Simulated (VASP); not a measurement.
The system is Ba.

```
Ba
1.0
     6.99607    0.00000    0.00000
    -3.49803    6.05877    0.00000
     0.00000    0.00000    3.90939
Ba
2
Direct
  0.33333 0.66667 0.50000
  0.66667 0.33333 0.50000
```

This isn't the form of Ba at room conditions, which is bcc.

| Property | Result |
| --- | --- |
| Program | VASP 6.6.1 |
| Task | relaxation of cell and atoms |
| Functional | PBEsol |
| Potentials or basis | VASP PAW PBE potentials, release 64 (Ba_sv) |
| Cutoff | 600 eV |
| k mesh | 6 × 6 × 12 |
| Occupations | gaussian, width 0.1 eV |
| Spin | no spin polarisation |

At the start: pressure -0.2 GPa; volume 82.85 Å³/atom.

Task: Where does the relaxation end?

Result: Over 12 steps the energy falls by 4.3 meV/atom and the volume is 76.89 Å³/atom (-7.2 %); space group P6/mmm (No. 191, to 0.1 Å) before and after.

The path:
```
step  energy change (eV)  largest force (eV/Å)  pressure (GPa)  volume (Å³)
   1              0.0000                0.0000           -0.19       165.71
   2             -0.0038                0.0000           -0.13       163.37
   3             -0.0055                0.0000           -0.11       161.72
   4             -0.0056                0.0000           -0.03       158.45
   5             -0.0061                0.0000           -0.09       160.19
   6             -0.0061                0.0000           -0.07       159.72
   7             -0.0073                0.0000           -0.04       157.78
   8             -0.0080                0.0000           -0.02       156.25
   9             -0.0086                0.0000            0.02       153.21
  10             -0.0085                0.0000           -0.01       153.80
  11             -0.0086                0.0000            0.01       153.41
  12             -0.0086                0.0000            0.01       153.77
```

Final structure:
```cif
data_structure
_symmetry_space_group_name_H-M 'P 1'
_symmetry_Int_Tables_number 1
_cell_length_a 6.8403
_cell_length_b 6.8403
_cell_length_c 3.7949
_cell_angle_alpha 90.000
_cell_angle_beta 90.000
_cell_angle_gamma 120.000
_cell_volume 153.77
loop_
_atom_site_label
_atom_site_type_symbol
_atom_site_fract_x
_atom_site_fract_y
_atom_site_fract_z
_atom_site_occupancy
Ba1 Ba 0.33333 0.66667 0.50000 1
Ba2 Ba 0.66667 0.33333 0.50000 1
```

Caveat: the PAW data sets were made with another functional, which shifts forces and pressure a little.
